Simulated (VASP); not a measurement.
A run of VASP 6.6.1:

Contents of INCAR:

```
SYSTEM = Sr
PREC = Accurate ; ENCUT = 520
EDIFF = 1E-7 ; ISMEAR = -1
SIGMA = 0.05 ; LREAL = .FALSE.
LASPH = .TRUE. ; NELM = 60
ALGO = Normal ; ISIF = 2
LWAVE = .FALSE. ; LCHARG = .FALSE.
GGA = PE ; NBANDS = 11
```

The input KPOINTS:

```
regular mesh
0
G
  11 11 10
  0 0 0
```

Contents of POSCAR:

```
Sr
1.0
    3.6133892631      0.0000000000      0.0000000000
   -1.8066946315      3.1292868956      0.0000000000
    0.0000000000      0.0000000000      3.3079160919
Sr
1
Direct
    0.0000000000      0.0000000000      0.0000000000
```

Potentials or basis: VASP PAW PBE potentials, release 64 (Sr_sv).

Run with:

```console
$ cat potpaw_PBE.64/Sr_sv/POTCAR > POTCAR
$ mpirun -np 1 vasp_std > vasp.out
```

Hardware: 1 thread of Intel(R) Xeon(R) Platinum 8488C (Sapphire Rapids), on a shared host.

Q: Estimate the wall time of this run.

A: Run time: 21 s on 1 thread of Intel(R) Xeon(R) Platinum 8488C (Sapphire Rapids), on a shared host, peak memory 0.18 GiB. Counts: scf iterations 11, k points 96.
